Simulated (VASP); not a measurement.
# AlO2 (Pnma) in VASP: single point with r2SCAN

Aim: the single point of AlO2 with r2SCAN.

Program: VASP 6.6.1. These are calculated values, not measurements. Logs are shortened: lines on timing, memory, paths and dates and some standing lists are left out, and cuts for length are marked.

**1. The cell of the first run**

Symmetry: Pnma, No. 62, orthorhombic system. Conventional cell: a = 9.440 Å, b = 2.840 Å, c = 4.420 Å, α = 90.00°, β = 90.00°, γ = 90.00°. Al (site symmetry m) has 6 O at 1.84 to 2.02 Å within 2.4 Å. Within 2.4 Å of O (site symmetry m) lie 3 Al at 1.84 to 1.86 Å. Within 2.9 Å of O (site symmetry m) lie 3 Al at 1.98 to 2.02 Å and 10 O at 2.49 to 2.84 Å.

**2. Single point, r2SCAN**

POSCAR reads:

```
AlO2
1.0
    9.4400000000      0.0000000000      0.0000000000
    0.0000000000      2.8400000000      0.0000000000
    0.0000000000      0.0000000000      4.4200000000
Al O
4 8
Direct
    0.1460000000      0.2500000000      0.9520000000
    0.8540000000      0.7500000000      0.0480000000
    0.3540000000      0.7500000000      0.4520000000
    0.6460000000      0.2500000000      0.5480000000
    0.8010000000      0.2500000000      0.2870000000
    0.1990000000      0.7500000000      0.7130000000
    0.6990000000      0.7500000000      0.7870000000
    0.3010000000      0.2500000000      0.2130000000
    0.9440000000      0.2500000000      0.8020000000
    0.0560000000      0.7500000000      0.1980000000
    0.5560000000      0.7500000000      0.3020000000
    0.4440000000      0.2500000000      0.6980000000
```

INCAR.step1 reads:

```
SYSTEM = AlO2
PREC = Accurate ; ENCUT = 520
ISMEAR = 0 ; SIGMA = 0.1
LREAL = .FALSE. ; LASPH = .TRUE.
NELM = 100 ; NBANDS = 42
GGA = PE ; ALGO = Normal
EDIFF = 1E-4 ; LWAVE = .TRUE.
LCHARG = .FALSE.
```

INCAR.step2 reads:

```
SYSTEM = AlO2
PREC = Accurate ; ENCUT = 520
EDIFF = 1E-6 ; ISMEAR = 0
SIGMA = 0.1 ; LREAL = .FALSE.
LASPH = .TRUE. ; NELM = 100
ALGO = Normal ; ISIF = 2
LWAVE = .FALSE. ; LCHARG = .FALSE.
METAGGA = R2SCAN ; LMIXTAU = .TRUE.
NBANDS = 42 ; ISTART = 1
```

KPOINTS reads:

```
regular mesh
0
G
  2 6 4
  0 0 0
```

Potentials or basis: VASP PAW PBE potentials, release 64 (Al, O).

The run is started by

```console
$ cat potpaw_PBE.64/Al/POTCAR potpaw_PBE.64/O/POTCAR > POTCAR
$ cp INCAR.step1 INCAR
$ mpirun -np 1 vasp_std > vasp.out
$ cp INCAR.step2 INCAR
$ mpirun -np 1 vasp_std > vasp.out
```

OUTCAR:

```text
SYSTEM = AlO2
   PREC = Accurate
   ENCUT = 520
   EDIFF = 1E-6
   ISMEAR = 0
   LREAL = .FALSE.
   LASPH = .TRUE.
   NELM = 100
   ISIF = 2
   METAGGA = R2SCAN
   ISTART = 1

 ion  position               nearest neighbor table
   1  0.146  0.250  0.952-   6 1.84   6 1.84   8 1.86  10 1.98  10 1.98   9 2.02   2 3.13   2 3.13
                             3 3.28   3 3.28   3 3.28   3 3.28
   2  0.854  0.750  0.048-   5 1.84   5 1.84   7 1.86   9 1.98   9 1.98  10 2.02   1 3.13   1 3.13
                             4 3.28   4 3.28   4 3.28   4 3.28
   3  0.354  0.750  0.452-   8 1.84   8 1.84   6 1.86  12 1.98  12 1.98  11 2.02   4 3.13   4 3.13
                             1 3.28   1 3.28   1 3.28   1 3.28
   4  0.646  0.250  0.548-   7 1.84   7 1.84   5 1.86  11 1.98  11 1.98  12 2.02   3 3.13   3 3.13
                             2 3.28   2 3.28   2 3.28   2 3.28
   5  0.801  0.250  0.287-   2 1.84   2 1.84   4 1.86
   6  0.199  0.750  0.713-   1 1.84   1 1.84   3 1.86
   7  0.699  0.750  0.787-   4 1.84   4 1.84   2 1.86
   8  0.301  0.250  0.213-   3 1.84   3 1.84   1 1.86
   9  0.944  0.250  0.802-   2 1.98   2 1.98   1 2.02
  10  0.056  0.750  0.198-   1 1.98   1 1.98   2 2.02
  11  0.556  0.750  0.302-   4 1.98   4 1.98   3 2.02
  12  0.444  0.250  0.698-   3 1.98   3 1.98   4 2.02

  LATTYP: Found a simple orthorhombic cell.
 ALAT       =     2.8400000000
 B/A-ratio  =     1.5563380282
 C/A-ratio  =     3.3239436620

  Lattice vectors:

 A1 = (   0.0000000000,   2.8400000000,   0.0000000000)
 A2 = (   0.0000000000,   0.0000000000,   4.4200000000)
 A3 = (   9.4400000000,   0.0000000000,   0.0000000000)

Analysis of symmetry for initial positions (statically):
=====================================================================
 Subroutine PRICEL returns:
 Original cell was already a primitive cell.

 Routine SETGRP: Setting up the symmetry group for a
 simple orthorhombic supercell.

 Subroutine GETGRP returns: Found  8 space group operations
 (whereof  2 operations were pure point group operations)
 out of a pool of  8 trial point group operations.

The static configuration has the point symmetry S_2 .
 The point group associated with its full space group is D_2h.

Analysis of symmetry for dynamics (positions and initial velocities):
=====================================================================
 Subroutine PRICEL returns:
 Original cell was already a primitive cell.

 Routine SETGRP: Setting up the symmetry group for a
 simple orthorhombic supercell.

 Subroutine GETGRP returns: Found  8 space group operations
 (whereof  2 operations were pure point group operations)
 out of a pool of  8 trial point group operations.

The dynamic configuration has the point symmetry S_2 .
 The point group associated with its full space group is D_2h.

 Subroutine INISYM returns: Found  8 space group operations
 (whereof  2 operations are pure point group operations),
 and found     1 'primitive' translations

----------------------------------------------------------------------------------------

                                     Primitive cell

  volume of cell :     118.4984

  direct lattice vectors                    reciprocal lattice vectors
     9.440000000  0.000000000  0.000000000     0.105932203  0.000000000  0.000000000
     0.000000000  2.840000000  0.000000000     0.000000000  0.352112676  0.000000000
     0.000000000  0.000000000  4.420000000     0.000000000  0.000000000  0.226244344

  length of vectors
     9.440000000  2.840000000  4.420000000     0.105932203  0.352112676  0.226244344

  position of ions in fractional coordinates (direct lattice)
     0.146000000  0.250000000  0.952000000
     0.854000000  0.750000000  0.048000000
     0.354000000  0.750000000  0.452000000
     0.646000000  0.250000000  0.548000000
     0.801000000  0.250000000  0.287000000
     0.199000000  0.750000000  0.713000000
     0.699000000  0.750000000  0.787000000
     0.301000000  0.250000000  0.213000000
     0.944000000  0.250000000  0.802000000
     0.056000000  0.750000000  0.198000000
     0.556000000  0.750000000  0.302000000
     0.444000000  0.250000000  0.698000000

  ion indices of the primitive-cell ions
   primitive index   ion index
                 1           1
                 2           2
                 3           3
                 4           4
                 5           5
                 6           6
                 7           7
                 8           8
                 9           9
                10          10
                11          11
                12          12

----------------------------------------------------------------------------------------

 KPOINTS: regular mesh

Automatic generation of k-mesh.
 Grid dimensions read from file:
 generate k-points for:    2    6    4

 Generating k-lattice:

  Cartesian coordinates                     Fractional coordinates (reciprocal lattice)
     0.052966102  0.000000000  0.000000000     0.500000000  0.000000000  0.000000000
     0.000000000  0.058685446  0.000000000     0.000000000  0.166666667  0.000000000
     0.000000000  0.000000000  0.056561086     0.000000000  0.000000000  0.250000000

  Length of vectors
     0.052966102  0.058685446  0.056561086

  Shift w.r.t. Gamma in fractional coordinates (k-lattice)
     0.000000000  0.000000000  0.000000000

 Subroutine IBZKPT returns following result:
 ===========================================

 Found     24 irreducible k-points:

 Following reciprocal coordinates:
            Coordinates               Weight
  0.000000  0.000000  0.000000      1.000000
  0.500000  0.000000  0.000000      1.000000
  0.000000  0.166667  0.000000      2.000000
  0.500000  0.166667  0.000000      2.000000
  0.000000  0.333333  0.000000      2.000000
  0.500000  0.333333  0.000000      2.000000
[... 16 lines left out ...]
  0.000000  0.500000  0.500000      1.000000
  0.500000  0.500000  0.500000      1.000000
   k-points           NKPTS =     24   k-points in BZ     NKDIM =     24   number of bands    NBANDS=     42
   number of dos      NEDOS =    301   number of ions     NIONS =     12
   total plane-waves  NPLWV =  60480
   dimension x,y,z NGX =    70 NGY =   24 NGZ =   36
   dimension x,y,z NGXF=   140 NGYF=   48 NGZF=   72
   ions per type =               4   8
   NGX,Y,Z   is equivalent  to a cutoff of  12.33, 14.05, 13.54 a.u.
   NGXF,Y,Z  is equivalent  to a cutoff of  24.66, 28.10, 27.08 a.u.
 SYSTEM =  AlO2
   PREC   = accura    normal or accurate (medium, high low for compatibility)
   ISTART =      1    job   : 0-new  1-cont  2-samecut
   ICHARG =      0    charge: 1-file 2-atom 10-const
   ISPIN  =      1    spin polarized calculation?
   LNONCOLLINEAR =      F non collinear calculations
   LSORBIT =      F    spin-orbit coupling
   LASPH  =      T    aspherical Exc in radial PAW
   ENCUT  =  520.0 eV  38.22 Ry    6.18 a.u.  17.55  5.28  8.22*2*pi/ulx,y,z
   NELM   =    100;   NELMIN=  2; NELMDL=  0     # of ELM steps
   EDIFF  = 0.1E-05   stopping-criterion for ELM
   LREAL  =      F    real-space projection
   EDIFFG = 0.1E-04   stopping-criterion for IOM
   NSW    =      0    number of steps for IOM
   IBRION =     -1    ionic relax: 0-MD 1-quasi-New 2-CG
   NFREE  =      0    steps in history (QN), initial steepest desc. (CG)
   ISIF   =      2    stress and relaxation
   ISYM   =      2    0-nonsym 1-usesym 2-fastsym
   POTIM  = 0.5000    time-step for ionic-motion
   TEBEG  =    0.0;   TEEND  =   0.0 temperature during run
   PSTRESS=    0.0 pullay stress
   NELECT =      60.0000    total number of electrons
   NUPDOWN=      -1.0000    fix difference up-down
   EMIN   =  10.00;   EMAX   =-10.00  energy-range for DOS
   EFERMI =   0.00;   METHOD = LEGACY
   ISMEAR =     0;   SIGMA  =   0.10  broadening in eV -4-tet -1-fermi 0-gaus
   EFERMI_NEDOS =   21; number of points for ismear=-14 and -15
   IALGO  =     38    algorithm
   IMIX   =      4    mixing-type and parameters
     AMIX     =   0.40;   BMIX     =  1.00
     AMIX_MAG =   1.60;   BMIX_MAG =  1.00
  volume/ion in A,a.u.               =       9.87        66.64
  Fermi-wavevector in a.u.,A,eV,Ry     =   1.304831  2.465774 23.165073  1.702585
  Thomas-Fermi vector in A             =   2.435741
   LORBIT       =      0    0 simple, 1 ext, 2 COOP (PROOUT), +10 PAW based schemes
   METAGGA = R2SCAN    functional components
   LHFCALC =     F    Hartree Fock is set to
   AEXX    =    0.0000 exact exchange contribution
   IVDW    =     0    specifies the selected vdW correction
   LEPSILON=     F    determine dielectric tensor
   LRPA    =     F    only Hartree local field effects (RPA)
 non-spin polarized calculation
 Gauss-broadening in eV      SIGMA  =   0.10
  energy-cutoff  :      520.00
  volume of cell :      118.50
 maximum number of plane-waves:      3216
   NGX = 35   NGY = 11   NGZ = 17

 number of electron      60.0000011 magnetization

 Free energy of the ion-electron system (eV)
  ---------------------------------------------------
  ext. energy  EPLUGINS =         0.00000000
  ---------------------------------------------------
  free energy    TOTEN  =      -101.82591335 eV

  energy without entropy =     -101.79639552  energy(sigma->0) =     -101.81115444

 E-fermi :   2.8455     XC(G=0): -11.2822

 val. band max:        2.8219209770   @ k =   0.5000   0.5000   0.2500
 cond. band min:       2.9058317007   @ k =   0.0000   0.5000   0.5000
 fundamental gap:      0.0839107238
 Fermi energy:         2.8455057758

 k-point     1 :       0.0000    0.0000    0.0000
  band No.  band energies     occupation
      1     -16.7991      2.00000
      2     -16.1006      2.00000
      3     -15.9608      2.00000
      4     -14.7583      2.00000
      5     -14.7351      2.00000
      6     -14.5995      2.00000
[... 34 lines left out ...]
     41      17.3395      0.00000
     42      17.8411      0.00000

 k-point     2 :       0.5000    0.0000    0.0000
  band No.  band energies     occupation
      1     -16.5956      2.00000
      2     -16.5956      2.00000
      3     -15.2856      2.00000
      4     -15.2856      2.00000
      5     -14.6453      2.00000
      6     -14.6453      2.00000
[... 34 lines left out ...]
     41      17.6396      0.00000
     42      17.6396      0.00000

 k-point     3 :       0.0000    0.1667    0.0000
  band No.  band energies     occupation
      1     -16.5537      2.00000
      2     -15.9095      2.00000
      3     -15.7657      2.00000
      4     -14.7017      2.00000
      5     -14.6217      2.00000
      6     -14.5351      2.00000
[... 34 lines left out ...]
     41      17.4062      0.00000
     42      17.4499      0.00000

 k-point     4 :       0.5000    0.1667    0.0000
  band No.  band energies     occupation
      1     -16.3633      2.00000
      2     -16.3633      2.00000
      3     -15.1552      2.00000
      4     -15.1552      2.00000
      5     -14.5692      2.00000
      6     -14.5692      2.00000
[... 844 lines left out ...]
     41      17.3355      0.00000
     42      17.3355      0.00000

 k-point    23 :       0.0000    0.5000    0.5000
  band No.  band energies     occupation
      1     -14.9369      2.00000
      2     -14.9369      2.00000
      3     -14.8910      2.00000
      4     -14.8910      2.00000
      5     -14.4749      2.00000
      6     -14.4749      2.00000
[... 34 lines left out ...]
     41      18.0008      0.00000
     42      18.0157      0.00000

 k-point    24 :       0.5000    0.5000    0.5000
  band No.  band energies     occupation
      1     -14.9153      2.00000
      2     -14.9153      2.00000
      3     -14.9153      2.00000
      4     -14.9153      2.00000
      5     -14.4454      2.00000
      6     -14.4454      2.00000
[... 34 lines left out ...]
     41      17.9878      0.00000
     42      17.9878      0.00000

------------------------ aborting loop because EDIFF is reached ----------------------------------------

  FORCE on cell =-STRESS in cart. coord.  units (eV):
  Direction    XX          YY          ZZ          XY          YZ          ZX
  --------------------------------------------------------------------------------------
  -------------------------------------------------------------------------------------
  Total       -5.4095395     -1.6260014    -11.1642550      0.0000000     -0.0000000      0.0000000
  in kB      -73.1405585    -21.9846164   -150.9481255      0.0000000     -0.0000000      0.0000000
  external PRESSURE =     -82.0244335 kB  Pullay stress =       0.0000000 kB

 VOLUME and BASIS-vectors are now :
 -----------------------------------------------------------------------------
  energy-cutoff  :      520.00
  volume of cell :      118.50
      direct lattice vectors                 reciprocal lattice vectors
     9.440000000  0.000000000  0.000000000     0.105932203  0.000000000  0.000000000
     0.000000000  2.840000000  0.000000000     0.000000000  0.352112676  0.000000000
     0.000000000  0.000000000  4.420000000     0.000000000  0.000000000  0.226244344

 POSITION                                       TOTAL-FORCE (eV/Angst)
 -----------------------------------------------------------------------------------
      1.37824      0.71000      4.20784        -0.669620      0.000000      0.427566
      8.06176      2.13000      0.21216         0.669620      0.000000     -0.427566
      3.34176      2.13000      1.99784         0.669620      0.000000      0.427566
      6.09824      0.71000      2.42216        -0.669620      0.000000     -0.427566
      7.56144      0.71000      1.26854        -0.477247      0.000000      0.437786
      1.87856      2.13000      3.15146         0.477247     -0.000000     -0.437786
      6.59856      2.13000      3.47854         0.477247      0.000000      0.437786
      2.84144      0.71000      0.94146        -0.477247     -0.000000     -0.437786
      8.91136      0.71000      3.54484         0.387963     -0.000000      1.524814
      0.52864      2.13000      0.87516        -0.387963      0.000000     -1.524814
      5.24864      2.13000      1.33484        -0.387963     -0.000000      1.524814
      4.19136      0.71000      3.08516         0.387963     -0.000000     -1.524814
 -----------------------------------------------------------------------------------
    total drift:                                0.000000     -0.000000     -0.000000

  FREE ENERGIE OF THE ION-ELECTRON SYSTEM (eV)
  ---------------------------------------------------
  free  energy   TOTEN  =      -101.8259133533 eV

  energy  without entropy=     -101.7963955168  energy(sigma->0) =     -101.81115444
```

It took 11 min on 1 thread of AMD EPYC 7R43 (Zen 3), shared host; peak memory 0.24 GiB.

Results:

* Free energy: -101.8259 eV
* Pressure: -8.2 GPa
* Largest force: 1.573 eV/Å
* Band gap on the k mesh: zero (bands 30 and 31 overlap by 0.52 eV)

Forces in eV/Å, atoms in the order of the input:
```
Al  -0.670  0.000  0.428
Al   0.670  0.000 -0.428
Al   0.670  0.000  0.428
Al  -0.670  0.000 -0.428
O   -0.477  0.000  0.438
O    0.477  0.000 -0.438
O    0.477  0.000  0.438
O   -0.477  0.000 -0.438
O    0.388  0.000  1.525
O   -0.388  0.000 -1.525
O   -0.388  0.000  1.525
O    0.388  0.000 -1.525
```

Stress tensor (GPa, compression positive):
```
 -7.31   0.00   0.00
  0.00  -2.20   0.00
  0.00   0.00 -15.09
```

Levels at points of the mesh, in eV from the Fermi level:
```
           k point  band 27  band 28  band 29  band 30  band 31  band 32  band 33  band 34
(0.00, 0.00, 0.00)    -0.32    -0.11    -0.10     0.40     0.49     0.49     7.81    10.00
(0.50, 0.00, 0.00)    -0.10    -0.10    -0.03    -0.03     0.44     0.44     8.65     8.65
(0.00, 0.50, 0.00)    -0.85    -0.85    -0.35    -0.35     0.08     0.08    11.50    11.50
(0.50, 0.50, 0.00)    -1.07    -1.07    -0.12    -0.12    -0.12    -0.12    12.13    12.13
(0.00, 0.00, 0.50)    -0.23    -0.23    -0.16    -0.16     0.14     0.14     9.97     9.97
(0.50, 0.00, 0.50)    -0.48    -0.48    -0.17    -0.17     0.21     0.21    10.36    10.36
(0.00, 0.50, 0.50)    -0.59    -0.59    -0.40    -0.40     0.06     0.06    11.55    11.55
(0.50, 0.50, 0.50)    -0.86    -0.86    -0.07    -0.07    -0.07    -0.07    11.95    11.95
```

Caveat: the k points lie up to 0.37 Å⁻¹ apart, too coarse for converged energies and pressures of a metal; the PAW data sets were made with another functional, which shifts forces and pressure a little.

The gap in the log of VASP goes by the Fermi energy; the results here count the filled bands.